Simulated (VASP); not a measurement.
# Na (P6_3/mmc) in VASP: further runs

The runs below take Na through single point, with r2SCAN.

Program: VASP 6.6.1. These are calculated values, not measurements. Logs are shortened: lines on timing, memory, paths and dates and some standing lists are left out, and cuts for length are marked.

## 1. The cell of the first run

It takes space group P6_3/mmc (No. 194, hexagonal). The conventional cell has a = 3.742 Å, b = 3.742 Å, c = 6.113 Å, α = 90.00°, β = 90.00°, γ = 120.00°. Within 4.9 Å of Na (site symmetry -6m2) lie 12 Na at 3.74 Å.

## 2. Single point, r2SCAN

POSCAR reads:

```
Na
1.0
    3.7417173590      0.0000000000      0.0000000000
   -1.8708586795      3.2404222867      0.0000000000
    0.0000000000      0.0000000000      6.1126967421
Na
2
Direct
    0.6666666667      0.3333333333      0.7500000000
    0.3333333333      0.6666666667      0.2500000000
```

INCAR.step1 reads:

```
  PREC = Accurate
  ENCUT = 520
  ISMEAR = -1
  SIGMA = 0.05
  LREAL = F
  LASPH = T
  NELM = 60
  NBANDS = 14
  GGA = PE
  ALGO = Normal
  EDIFF = 1E-4
  LWAVE = T
  LCHARG = F
```

INCAR.step2 reads:

```
  PREC = Accurate
  ENCUT = 520
  EDIFF = 1E-7
  ISMEAR = -1
  SIGMA = 0.05
  LREAL = F
  LASPH = T
  NELM = 60
  ALGO = Normal
  ISIF = 2
  LWAVE = F
  LCHARG = F
  METAGGA = R2SCAN
  LMIXTAU = T
  NBANDS = 14
  ISTART = 1
```

KPOINTS reads:

```
regular mesh
0
Gamma
  8 8 5
```

Potentials or basis: VASP PAW PBE potentials, release 64 (Na_pv).

The run is started by

```console
$ cat potpaw_PBE.64/Na_pv/POTCAR > POTCAR
$ cp INCAR.step1 INCAR
$ mpirun -np 1 vasp_std > vasp.out
$ cp INCAR.step2 INCAR
$ mpirun -np 1 vasp_std > vasp.out
```

OUTCAR:

```text
PREC = Accurate
   ENCUT = 520
   EDIFF = 1E-7
   ISMEAR = -1
   LREAL = F
   LASPH = T
   NELM = 60
   ISIF = 2
   METAGGA = R2SCAN
   ISTART = 1

 ion  position               nearest neighbor table
   1  0.667  0.333  0.750-
   2  0.333  0.667  0.250-

  LATTYP: Found a hexagonal cell.
 ALAT       =     3.7417173590
 C/A-ratio  =     1.6336607380

  Lattice vectors:

 A1 = (   3.7417173590,   0.0000000000,   0.0000000000)
 A2 = (  -1.8708586795,   3.2404222867,   0.0000000000)
 A3 = (   0.0000000000,   0.0000000000,   6.1126967421)

Analysis of symmetry for initial positions (statically):
=====================================================================
 Subroutine PRICEL returns:
 Original cell was already a primitive cell.

 Routine SETGRP: Setting up the symmetry group for a
 hexagonal supercell.

 Subroutine GETGRP returns: Found 24 space group operations
 (whereof 12 operations were pure point group operations)
 out of a pool of 24 trial point group operations.

The static configuration has the point symmetry D_3d.
 The point group associated with its full space group is D_6h.

Analysis of symmetry for dynamics (positions and initial velocities):
=====================================================================
 Subroutine PRICEL returns:
 Original cell was already a primitive cell.

 Routine SETGRP: Setting up the symmetry group for a
 hexagonal supercell.

 Subroutine GETGRP returns: Found 24 space group operations
 (whereof 12 operations were pure point group operations)
 out of a pool of 24 trial point group operations.

The dynamic configuration has the point symmetry D_3d.
 The point group associated with its full space group is D_6h.

 Subroutine INISYM returns: Found 24 space group operations
 (whereof 12 operations are pure point group operations),
 and found     1 'primitive' translations

----------------------------------------------------------------------------------------

                                     Primitive cell

  volume of cell :      74.1149

  direct lattice vectors                    reciprocal lattice vectors
     3.741717359  0.000000000  0.000000000     0.267256958  0.154300877  0.000000000
    -1.870858679  3.240422287  0.000000000     0.000000000  0.308601754  0.000000000
     0.000000000  0.000000000  6.112696742     0.000000000  0.000000000  0.163593916

  length of vectors
     3.741717359  3.741717359  6.112696742     0.308601754  0.308601754  0.163593916

  position of ions in fractional coordinates (direct lattice)
     0.666666667  0.333333333  0.750000000
     0.333333333  0.666666667  0.250000000

  ion indices of the primitive-cell ions
   primitive index   ion index
                 1           1
                 2           2

----------------------------------------------------------------------------------------

 KPOINTS: regular mesh

Automatic generation of k-mesh.
 Grid dimensions read from file:
 generate k-points for:    8    8    5

 Generating k-lattice:

  Cartesian coordinates                     Fractional coordinates (reciprocal lattice)
     0.033407120  0.019287610  0.000000000     0.125000000  0.000000000  0.000000000
     0.000000000  0.038575219  0.000000000     0.000000000  0.125000000  0.000000000
     0.000000000  0.000000000  0.032718783     0.000000000  0.000000000  0.200000000

  Length of vectors
     0.038575219  0.038575219  0.032718783

  Shift w.r.t. Gamma in fractional coordinates (k-lattice)
     0.000000000  0.000000000  0.000000000

 Subroutine IBZKPT returns following result:
 ===========================================

 Found     30 irreducible k-points:

 Following reciprocal coordinates:
            Coordinates               Weight
  0.000000  0.000000  0.000000      1.000000
  0.125000  0.000000  0.000000      6.000000
  0.250000  0.000000  0.000000      6.000000
  0.375000  0.000000  0.000000      6.000000
  0.500000  0.000000  0.000000      3.000000
  0.125000  0.125000  0.000000      6.000000
[... 16 lines left out ...]
  0.250000  0.000000  0.400000     12.000000
  0.375000  0.000000  0.400000     12.000000
 [... further k-points ...]
   k-points           NKPTS =     30   k-points in BZ     NKDIM =     30   number of bands    NBANDS=     14
   number of dos      NEDOS =    301   number of ions     NIONS =      2
   total plane-waves  NPLWV =  37632
   dimension x,y,z NGX =    28 NGY =   28 NGZ =   48
   dimension x,y,z NGXF=    56 NGYF=   56 NGZF=   96
   ions per type =               2
   NGX,Y,Z   is equivalent  to a cutoff of  12.44, 12.44, 13.05 a.u.
   NGXF,Y,Z  is equivalent  to a cutoff of  24.88, 24.88, 26.11 a.u.
 SYSTEM =  unknown system
   PREC   = accura    normal or accurate (medium, high low for compatibility)
   ISTART =      1    job   : 0-new  1-cont  2-samecut
   ICHARG =      0    charge: 1-file 2-atom 10-const
   ISPIN  =      1    spin polarized calculation?
   LNONCOLLINEAR =      F non collinear calculations
   LSORBIT =      F    spin-orbit coupling
   LASPH  =      T    aspherical Exc in radial PAW
   ENCUT  =  520.0 eV  38.22 Ry    6.18 a.u.   6.96  6.96 11.37*2*pi/ulx,y,z
   NELM   =     60;   NELMIN=  2; NELMDL=  0     # of ELM steps
   EDIFF  = 0.1E-06   stopping-criterion for ELM
   LREAL  =      F    real-space projection
   EDIFFG = 0.1E-05   stopping-criterion for IOM
   NSW    =      0    number of steps for IOM
   IBRION =     -1    ionic relax: 0-MD 1-quasi-New 2-CG
   NFREE  =      0    steps in history (QN), initial steepest desc. (CG)
   ISIF   =      2    stress and relaxation
   ISYM   =      2    0-nonsym 1-usesym 2-fastsym
   POTIM  = 0.5000    time-step for ionic-motion
   TEBEG  =    0.0;   TEEND  =   0.0 temperature during run
   PSTRESS=    0.0 pullay stress
   NELECT =      14.0000    total number of electrons
   NUPDOWN=      -1.0000    fix difference up-down
   EMIN   =  10.00;   EMAX   =-10.00  energy-range for DOS
   EFERMI =   0.00;   METHOD = LEGACY
   ISMEAR =    -1;   SIGMA  =   0.05  broadening in eV -4-tet -1-fermi 0-gaus
   EFERMI_NEDOS =   21; number of points for ismear=-14 and -15
   IALGO  =     38    algorithm
   IMIX   =      4    mixing-type and parameters
     AMIX     =   0.40;   BMIX     =  1.00
     AMIX_MAG =   1.60;   BMIX_MAG =  1.00
  volume/ion in A,a.u.               =      37.06       250.08
  Fermi-wavevector in a.u.,A,eV,Ry     =   0.939325  1.775066 12.004838  0.882331
  Thomas-Fermi vector in A             =   2.066625
   LORBIT       =      0    0 simple, 1 ext, 2 COOP (PROOUT), +10 PAW based schemes
   METAGGA = R2SCAN    functional components
   LHFCALC =     F    Hartree Fock is set to
   AEXX    =    0.0000 exact exchange contribution
   IVDW    =     0    specifies the selected vdW correction
   LEPSILON=     F    determine dielectric tensor
   LRPA    =     F    only Hartree local field effects (RPA)
 non-spin polarized calculation
  energy-cutoff  :      520.00
  volume of cell :       74.11
 maximum number of plane-waves:      2011
 NGX is ok and might be reduce to    28
   NGX = 13   NGY = 13   NGZ = 23

 number of electron      14.0000001 magnetization

 Free energy of the ion-electron system (eV)
  ---------------------------------------------------
  ext. energy  EPLUGINS =         0.00000000
  ---------------------------------------------------
  free energy    TOTEN  =        -7.10561112 eV

  energy without entropy =       -7.09958731  energy(sigma->0) =       -7.10259922

 E-fermi :   0.3022     XC(G=0):  -6.9200

 val. band max:        0.1404932587   @ k =   0.3750   0.1250   0.2000
 cond. band min:       0.3229971679   @ k =   0.1250   0.1250   0.2000
 fundamental gap:      0.1825039092
 Fermi energy:         0.3022474445

 k-point     1 :       0.0000    0.0000    0.0000
  band No.  band energies     occupation
      1     -25.6939      2.00000
      2     -25.6628      2.00000
      3     -25.6626      2.00000
      4     -25.6582      2.00000
      5     -25.6580      2.00000
      6     -25.6577      2.00000
      7      -3.1427      2.00000
      8       0.8456      0.00004
      9       1.5176      0.00000
     10      10.9968      0.00000
     11      10.9971      0.00000
     12      11.4908      0.00000
     13      11.5281      0.00000
     14      11.5281      0.00000

 k-point     2 :       0.1250    0.0000    0.0000
  band No.  band energies     occupation
      1     -25.6921      2.00000
      2     -25.6666      2.00000
      3     -25.6640      2.00000
      4     -25.6618      2.00000
      5     -25.6589      2.00000
      6     -25.6586      2.00000
      7      -2.8958      2.00000
      8       1.0679      0.00000
      9       1.7499      0.00000
     10       8.2621      0.00000
     11       9.8872      0.00000
     12      10.1704      0.00000
     13      11.8272      0.00000
     14      12.3795      0.00000

 k-point     3 :       0.2500    0.0000    0.0000
  band No.  band energies     occupation
      1     -25.6874      2.00000
      2     -25.6762      2.00000
      3     -25.6714      2.00000
      4     -25.6669      2.00000
      5     -25.6609      2.00000
      6     -25.6603      2.00000
      7      -2.1621      2.00000
      8       1.7366      0.00000
      9       2.4051      0.00000
     10       5.4574      0.00000
     11       8.5354      0.00000
     12       8.9126      0.00000
     13       8.9476      0.00000
     14      11.0919      0.00000
[... 324 lines left out ...]
 k-point    23 :       0.2500    0.0000    0.4000
  band No.  band energies     occupation
      1     -25.6833      2.00000
      2     -25.6785      2.00000
      3     -25.6694      2.00000
      4     -25.6648      2.00000
      5     -25.6646      2.00000
      6     -25.6626      2.00000
      7      -1.4678      2.00000
      8      -0.6133      2.00000
      9       5.5528      0.00000
     10       6.3968      0.00000
     11       6.6762      0.00000
     12       8.3301      0.00000
     13       9.4823      0.00000
     14      10.1928      0.00000

 k-point    24 :       0.3750    0.0000    0.4000
  band No.  band energies     occupation
      1     -25.6894      2.00000
      2     -25.6870      2.00000
      3     -25.6702      2.00000
      4     -25.6671      2.00000
      5     -25.6658      2.00000
      6     -25.6647      2.00000
      7      -0.2849      1.99998
      8       0.5444      0.01563
      9       3.4690      0.00000
     10       4.2673      0.00000
     11       7.0496      0.00000
     12       8.6991      0.00000
     13       8.8910      0.00000
     14       9.5979      0.00000

 [... further k-points ...]
[... 5 lines left out ...]
  --------------------------------------------------------------------------------------
  -------------------------------------------------------------------------------------
  Total        0.1144596      0.1144596     -0.0227926      0.0000000      0.0000000     -0.0000000
  in kB        2.4743278      2.4743278     -0.4927193      0.0000000      0.0000000     -0.0000000
  external PRESSURE =       1.4853121 kB  Pullay stress =       0.0000000 kB

 VOLUME and BASIS-vectors are now :
 -----------------------------------------------------------------------------
  energy-cutoff  :      520.00
  volume of cell :       74.11
      direct lattice vectors                 reciprocal lattice vectors
     3.741717359  0.000000000  0.000000000     0.267256958  0.154300877  0.000000000
    -1.870858679  3.240422287  0.000000000     0.000000000  0.308601754  0.000000000
     0.000000000  0.000000000  6.112696742     0.000000000  0.000000000  0.163593916

 POSITION                                       TOTAL-FORCE (eV/Angst)
 -----------------------------------------------------------------------------------
      1.87086      1.08014      4.58452        -0.000000      0.000000      0.000000
     -0.00000      2.16028      1.52817         0.000000     -0.000000      0.000000
 -----------------------------------------------------------------------------------
    total drift:                                0.000000     -0.000000      0.000000

  FREE ENERGIE OF THE ION-ELECTRON SYSTEM (eV)
  ---------------------------------------------------
  free  energy   TOTEN  =        -7.1056111218 eV

  energy  without entropy=       -7.0995873139  energy(sigma->0) =       -7.10259922
```

Wall time 87 s (1 thread of Intel Xeon Platinum 8375C at 2.90GHz (Ice Lake), shared host); peak memory 0.19 GiB.

Results:

```
Free energy            : -7.1056 eV
Pressure               : 0.1 GPa
Band gap on the k mesh : zero (band 7 reaches 1.83 eV, above the bottom of band 8 at -1.56 eV)
```

Levels at points of the mesh, in eV from the Fermi level:
```tsv
k point	band 3	band 4	band 5	band 6	band 7	band 8	band 9	band 10	band 11	band 12
(0.00, 0.00, 0.00)	-25.96	-25.96	-25.96	-25.96	-3.44	0.54	1.22	10.69	10.69	11.19
(0.50, 0.00, 0.00)	-25.98	-25.97	-25.97	-25.97	0.24	0.50	4.07	4.19	4.82	5.01
```

Caveat: the PAW data sets were made with another functional, which shifts forces and pressure a little.

## 3. Single point, r2SCAN

This run uses another cell than the first one, of 37.81 Å³/atom, 1.020 times its volume.

POSCAR reads:

```
Na
1.0
    3.7670000000      0.0000000000      0.0000000000
   -1.8835000000      3.2623176961      0.0000000000
    0.0000000000      0.0000000000      6.1540000000
Na
2
Direct
    0.6666666667      0.3333333333      0.7500000000
    0.3333333333      0.6666666667      0.2500000000
```

INCAR.step1 reads:

```
PREC = Accurate ; ENCUT = 520
ISMEAR = -1 ; SIGMA = 0.05
LREAL = F ; LASPH = T
NELM = 100 ; NBANDS = 14
GGA = PE ; ALGO = Normal
EDIFF = 1E-4 ; LWAVE = T
LCHARG = F
```

INCAR.step2 reads:

```
PREC = Accurate ; ENCUT = 520
EDIFF = 1E-6 ; ISMEAR = -1
SIGMA = 0.05 ; LREAL = F
LASPH = T ; NELM = 100
ALGO = Normal ; ISIF = 2
LWAVE = F ; LCHARG = F
METAGGA = R2SCAN ; LMIXTAU = T
NBANDS = 14 ; ISTART = 1
```

KPOINTS is that of step 2.

Potentials or basis: VASP PAW PBE potentials, release 64 (Na_pv).

The run is started by

```console
$ cat potpaw_PBE.64/Na_pv/POTCAR > POTCAR
$ cp INCAR.step1 INCAR
$ mpirun -np 1 vasp_std > vasp.out
$ cp INCAR.step2 INCAR
$ mpirun -np 1 vasp_std > vasp.out
```

It took 62 s on 1 thread of Intel Xeon Platinum 8375C at 2.90GHz (Ice Lake), shared host; peak memory 0.19 GiB.

The run converged. Its results:

- Free energy: -7.1061 eV
- Pressure: 0.0 GPa
- Band gap on the k mesh: zero (band 7 reaches 1.76 eV, above the bottom of band 8 at -1.60 eV)

Stress tensor (GPa, compression positive):
```
 0.12  0.00  0.00
 0.00  0.12  0.00
 0.00  0.00 -0.14
```

Levels at points of the mesh, in eV from the Fermi level:
```csv
k point,band 5,band 6,band 7,band 8,band 9,band 10
"(0.00, 0.00, 0.00)",-25.98,-25.98,-3.40,0.54,1.19,10.58
"(0.50, 0.00, 0.00)",-25.99,-25.98,0.24,0.49,4.04,4.14
```

Caveat: the PAW data sets were made with another functional, which shifts forces and pressure a little.
